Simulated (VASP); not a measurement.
# Ag8Br7 (a cell with a defect) in VASP: single point with PBE

Aim: the single point of Ag8Br7 (a cell with a defect) with PBE.

All numbers are computed with VASP 6.6.1; they aren't measurements. Logs are shortened: lines on timing, memory, paths and dates and some standing lists are left out, and cuts for length are marked.

### Step 1. The cell of the first run

The cell holds a defect, 15 atoms: a = 8.262 Å, b = 8.262 Å, c = 8.262 Å, α = 60.00°, β = 60.00°, γ = 60.00°.

### Step 2. Single point, PBE (atoms taken out, then relaxed in part)

INCAR

```
  PREC = Accurate
  ENCUT = 520
  EDIFF = 1E-6
  ISMEAR = 0
  SIGMA = 0.05
  LREAL = Auto
  LASPH = True
  NELM = 100
  ALGO = Normal
  ISIF = 2
  LWAVE = False
  LCHARG = False
  GGA = PE
  NBANDS = 82
```

KPOINTS

```
Automatic mesh
0
Gamma
  4 4 4
```

POSCAR

```
Ag8Br7
1.0
    0.0000000000      5.8419510504     -5.8419510504
    5.8419510504      5.8419510504      0.0000000000
    5.8419510504      0.0000000000     -5.8419510504
Ag Br
8 7
Direct
    0.1723276938      0.7500000000      0.3276723062
    0.2560813797      0.2500000000      0.2439186203
    0.6250565306      0.9379777746      0.1250565306
    0.6250565306      0.3119091642      0.1250565306
    0.3749434694      0.5620222254      0.8749434694
    0.3749434694      0.1880908358      0.8749434694
    0.8276723062      0.7500000000      0.6723276938
    0.7439186203      0.2500000000      0.7560813797
    0.5000000000     -0.2500000000      0.0000000000
    1.0258757586      0.4913616357     -0.0085990300
    0.9741242414      0.0086383643      0.0085990300
    0.4914009700      0.4913616357      0.5258757586
    0.5085990300      0.0086383643      0.4741242414
    1.0000000000      0.4726026028      0.5000000000
    1.0000000000      0.0273973972      0.5000000000
```

Potentials or basis: VASP PAW PBE potentials, release 64 (Ag, Br).

The run is started by

```sh
cat potpaw_PBE.64/Ag/POTCAR potpaw_PBE.64/Br/POTCAR > POTCAR
mpirun -np 1 vasp_std > vasp.out
```

OUTCAR:

```text
PREC = Accurate
   ENCUT = 520
   EDIFF = 1E-6
   ISMEAR = 0
   LREAL = Auto
   LASPH = True
   NELM = 100
   ISIF = 2
   GGA = PE

 ion  position               nearest neighbor table
   1  0.172  0.750  0.328-  14 2.70  15 2.70   9 2.71   7 2.85  11 3.06  12 3.06
   2  0.256  0.250  0.244-  14 2.80  15 2.80  10 2.82  13 2.82   3 2.93   4 2.93   5 2.93   6 2.93

   3  0.625  0.938  0.125-  11 2.82  13 2.82   6 2.92   2 2.93   8 2.93   9 2.97   4 3.09
   4  0.625  0.312  0.125-  11 2.82  13 2.82   5 2.92   2 2.93   8 2.93   9 2.97   3 3.09
   5  0.375  0.562  0.875-  10 2.82  12 2.82   4 2.92   2 2.93   8 2.93   9 2.97   6 3.09
   6  0.375  0.188  0.875-  10 2.82  12 2.82   3 2.92   2 2.93   8 2.93   9 2.97   5 3.09
   7  0.828  0.750  0.672-  14 2.70  15 2.70   9 2.71   1 2.85  10 3.06  13 3.06
   8  0.744  0.250  0.756-  14 2.80  15 2.80  11 2.82  12 2.82   3 2.93   4 2.93   5 2.93   6 2.93

   9  0.500  0.750  0.000-   1 2.71   7 2.71   4 2.97   5 2.97   6 2.97   3 2.97
  10  0.026  0.491  0.991-   5 2.82   6 2.82   2 2.82   7 3.06
  11  0.974  0.009  0.009-   3 2.82   4 2.82   8 2.82   1 3.06
  12  0.491  0.491  0.526-   5 2.82   6 2.82   8 2.82   1 3.06
  13  0.509  0.009  0.474-   3 2.82   4 2.82   2 2.82   7 3.06
  14  0.000  0.473  0.500-   1 2.70   7 2.70   2 2.80   8 2.80
  15  0.000  0.027  0.500-   1 2.70   7 2.70   2 2.80   8 2.80

  LATTYP: Found a face centered cubic cell.
 ALAT       =    11.6839021008

  Lattice vectors:

 A1 = (   0.0000000000,   5.8419510504,  -5.8419510504)
 A2 = (   5.8419510504,   5.8419510504,   0.0000000000)
 A3 = (   5.8419510504,   0.0000000000,  -5.8419510504)

Analysis of symmetry for initial positions (statically):
=====================================================================
 Subroutine PRICEL returns:
 Original cell was already a primitive cell.

 Routine SETGRP: Setting up the symmetry group for a
 face centered cubic supercell.

 Subroutine GETGRP returns: Found  8 space group operations
 (whereof  2 operations were pure point group operations)
 out of a pool of 48 trial point group operations.

The static configuration has the point symmetry C_1h.
 The point group associated with its full space group is D_2h.

Analysis of symmetry for dynamics (positions and initial velocities):
=====================================================================
 Subroutine PRICEL returns:
 Original cell was already a primitive cell.

 Routine SETGRP: Setting up the symmetry group for a
 face centered cubic supercell.
[... 142 lines left out ...]
   IALGO  =     38    algorithm
   IMIX   =      4    mixing-type and parameters
     AMIX     =   0.40;   BMIX     =  1.00
     AMIX_MAG =   1.60;   BMIX_MAG =  1.00
  volume/ion in A,a.u.               =      26.58       179.39
  Fermi-wavevector in a.u.,A,eV,Ry     =   1.146605  2.166769 17.887616  1.314703
  Thomas-Fermi vector in A             =   2.283288
   LORBIT       =      0    0 simple, 1 ext, 2 COOP (PROOUT), +10 PAW based schemes
   GGA     = PE    functional components
   LHFCALC =     F    Hartree Fock is set to
   AEXX    =    0.0000 exact exchange contribution
   IVDW    =     0    specifies the selected vdW correction
   LEPSILON=     F    determine dielectric tensor
   LRPA    =     F    only Hartree local field effects (RPA)
 non-spin polarized calculation
 Gauss-broadening in eV      SIGMA  =   0.05
  energy-cutoff  :      520.00
  volume of cell :      398.75
 maximum number of plane-waves:     10777
 NGX is ok and might be reduce to    64
   NGX = 31   NGY = 31   NGZ = 31

 number of electron     137.0000007 magnetization

 Free energy of the ion-electron system (eV)
  ---------------------------------------------------
  ext. energy  EPLUGINS =         0.00000000
  ---------------------------------------------------
  free energy    TOTEN  =       -36.16685998 eV

  energy without entropy =      -36.16280726  energy(sigma->0) =      -36.16483362

 E-fermi :   2.9223     XC(G=0):  -9.2018

 val. band max:        2.8904437335   @ k =   0.2500   0.0000   0.5000
 cond. band min:       2.9932084015   @ k =   0.5000   0.2500   0.0000
 fundamental gap:      0.1027646680
 Fermi energy:         2.9222850865

 k-point     1 :       0.0000    0.0000    0.0000
  band No.  band energies     occupation
      1     -12.7132      2.00000
      2     -11.9422      2.00000
      3     -11.6922      2.00000
      4     -11.6576      2.00000
      5     -11.6348      2.00000
      6     -11.5941      2.00000
[... 1483 lines left out ...]
     79       8.2635      0.00000
     80       8.3509      0.00000
 [bands above 80 left out]

------------------------ aborting loop because EDIFF is reached ----------------------------------------

  FORCE on cell =-STRESS in cart. coord.  units (eV):
  Direction    XX          YY          ZZ          XY          YZ          ZX
  --------------------------------------------------------------------------------------
  -------------------------------------------------------------------------------------
  Total        1.0242287      1.0242287     -1.6383511     -2.1483232      0.0000000     -0.0000000
  in kB        4.1153215      4.1153215     -6.5828479     -8.6319012      0.0000000     -0.0000000
  external PRESSURE =       0.5492650 kB  Pullay stress =       0.0000000 kB

 VOLUME and BASIS-vectors are now :
 -----------------------------------------------------------------------------
  energy-cutoff  :      520.00
  volume of cell :      398.75
      direct lattice vectors                 reciprocal lattice vectors
     0.000000000  5.841951050 -5.841951050    -0.085587845  0.085587845 -0.085587845
     5.841951050  5.841951050  0.000000000     0.085587845  0.085587845  0.085587845
     5.841951050  0.000000000 -5.841951050     0.085587845 -0.085587845 -0.085587845

 POSITION                                       TOTAL-FORCE (eV/Angst)
 -----------------------------------------------------------------------------------
      6.29571      5.38819     -2.92098         0.000939     -0.000939     -0.000000
      2.88545      2.95650     -2.92098        -0.000660      0.000660     -0.000000
      6.21019      9.13117     -4.38212        -0.000081     -0.000081     -0.001500
      2.55273      5.47371     -4.38212         0.000081      0.000081     -0.001500
      8.39468      5.47371     -7.30178         0.000081      0.000081      0.001500
      6.21019      3.28922     -7.30178        -0.000081     -0.000081      0.001500
      8.30917      9.21668     -8.76293        -0.000939      0.000939     -0.000000
      5.87748      5.80642     -8.76293         0.000660     -0.000660     -0.000000
      4.38146      7.30244     -2.92098        -0.000000      0.000000     -0.000000
      8.66223      3.02168     -5.94288        -0.006589      0.006589     -0.009959
      0.10070      5.74125     -5.74102         0.006589     -0.006589      0.009959
      5.94265      5.74125     -5.94288         0.006589     -0.006589     -0.009959
      2.82028      3.02168     -5.74102        -0.006589      0.006589      0.009959
      5.68190      2.76092     -2.92098        -0.000493     -0.000493      0.000000
      3.08103      0.16005     -2.92098         0.000493      0.000493     -0.000000
 -----------------------------------------------------------------------------------
    total drift:                               -0.000000     -0.000000      0.000000

  FREE ENERGIE OF THE ION-ELECTRON SYSTEM (eV)
  ---------------------------------------------------
  free  energy   TOTEN  =       -36.1668599828 eV

  energy  without entropy=      -36.1628072631  energy(sigma->0) =      -36.16483362
```

It took 20 min on 1 thread of Intel Xeon Platinum 8259CL at 2.50GHz (Skylake/Cascade Lake), shared host; peak memory 0.76 GiB.

Results:

```yaml
Free_energy: -36.1669 eV
Pressure: 0.1 GPa
Largest_force: 0.014 eV/Å
Band_gap_on_the_k_mesh: zero (an odd number of electrons rules out a gap without spin polarisation)
```

Forces in eV/Å, atoms in the order of the input:
```
Ag   0.001 -0.001  0.000
Ag  -0.001  0.001  0.000
Ag   0.000  0.000 -0.002
Ag   0.000  0.000 -0.002
Ag   0.000  0.000  0.002
Ag   0.000  0.000  0.002
Ag  -0.001  0.001  0.000
Ag   0.001 -0.001  0.000
Br   0.000  0.000  0.000
Br  -0.007  0.007 -0.010
Br   0.007 -0.007  0.010
Br   0.007 -0.007 -0.010
Br  -0.007  0.007  0.010
Br   0.000  0.000  0.000
Br   0.000  0.000  0.000
```

Caveat: the cell differs from its parent crystal (atoms taken out, then relaxed in part); an odd number of electrons without spin polarisation forces a metal; a magnetic or distorted state may lie lower.

The gap in the log of VASP goes by the Fermi energy; the results here count the filled bands.